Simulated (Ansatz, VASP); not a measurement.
Two plane-wave programs on CaO

Contents of INCAR:

```
PREC = Accurate ; ENCUT = 520
EDIFF = 1E-7 ; ISMEAR = 0
SIGMA = 0.05 ; LREAL = False
LASPH = True ; NELM = 60
ALGO = Normal ; ISIF = 2
LWAVE = False ; LCHARG = True
LELF = True ; LVHAR = True
NBANDS = 15
```

KPOINTS

```
Automatic mesh
0
Gamma
  8 8 8
```

Contents of POSCAR:

```
CaO
1.0
    0.0000000000      2.3378444264      2.3378444264
    2.3378444264      0.0000000000      2.3378444264
    2.3378444264      2.3378444264      0.0000000000
Ca O
1 1
Direct
    0.5000000000      0.5000000000      0.5000000000
    0.0000000000      0.0000000000      0.0000000000
```

Input for Ansatz:

```yaml
crystal:
  lattice:
    - [0.0, 2.3378444264, 2.3378444264]
    - [2.3378444264, 0.0, 2.3378444264]
    - [2.3378444264, 2.3378444264, 0.0]
  atoms:
    - { symbol: Ca, position: [0.5, 0.5, 0.5] }
    - { symbol: O, position: [0.0, 0.0, 0.0] }
basis:
  ecutwfc: 420
  ecutrho_ratio: 4
kpoints:
  mp_grid: { grid: [8, 8, 8] }
hamiltonian:
  xc: lda
scf:
  occupations: { method: gaussian, width: 0.05 }
output:
  forces: true
  stress: true
  eigenvalues: true
```

Alike in both runs: task single point; functional LDA; k mesh 8 × 8 × 8; occupations gaussian, width 0.05 eV; no spin polarisation.

```csv
,VASP,Ansatz
version,VASP 6.6.1,Ansatz 0.2.0
potentials or method,"VASP PAW LDA potentials, release 64 (Ca_sv, O), cutoff 520 eV","scalar-relativistic, plane waves, PAW"
valence electrons in the cell,16,16
```

VASP gave:

* gap on the k mesh at the Fermi level (eV): 3.40
* least direct gap on the mesh (eV): 3.75
* pressure (GPa): 3.8

Problem. What did Ansatz give for the same quantities?

Solution. gap on the k mesh at the Fermi level (eV): 3.43; least direct gap on the mesh (eV): 3.78; pressure (GPa): 2.8.

LDA's correlation is that of Perdew and Zunger in VASP and of Perdew and Wang (1992) in Ansatz.
